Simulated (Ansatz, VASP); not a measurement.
# Two plane-wave programs on K3I2Br

```
K I Br
1.0
     4.82880    0.00000    0.00000
    -2.41440    4.18186    0.00000
     0.00000    0.00000   10.64260
K I Br
3 2 1
Direct
  0.00000 0.00000 0.50000
  0.33333 0.66667 0.14785
  0.66667 0.33333 0.85215
  0.33333 0.66667 0.67622
  0.66667 0.33333 0.32378
  0.00000 0.00000 0.00000
```

Alike in both runs: functional LDA; k mesh 6 × 6 × 2; occupations gaussian, width 0.05 eV; no spin polarisation.

Ansatz relaxed the structure, and its values are those at the end. VASP's run is a single point on that final structure, the one shown.

|  | VASP | Ansatz |
| --- | --- | --- |
| version | VASP 6.6.1 | Ansatz 0.2.0 |
| potentials or method | VASP PAW LDA potentials, release 64 (K_sv, I, Br), cutoff 520 eV | scalar-relativistic, plane waves, PAW |
| valence electrons in the cell | 48 | 68 |

|  | VASP | Ansatz | Ansatz less VASP |
| --- | --- | --- | --- |
| gap on the k mesh at the Fermi level (eV) | 3.87 | 3.86 | -0.009 |
| least direct gap on the mesh (eV) | 3.87 | 3.86 | -0.009 |
| pressure (GPa) | 0.6 | 0.5 | -0.08 |

LDA's correlation is that of Perdew and Zunger in VASP and of Perdew and Wang (1992) in Ansatz. VASP's potentials hold 48 valence electrons a cell and Ansatz's 68, so a difference there can come from the potentials and not from the codes. Ansatz's warnings: stress scf threshold loose.

Spin-orbit coupling is off throughout.
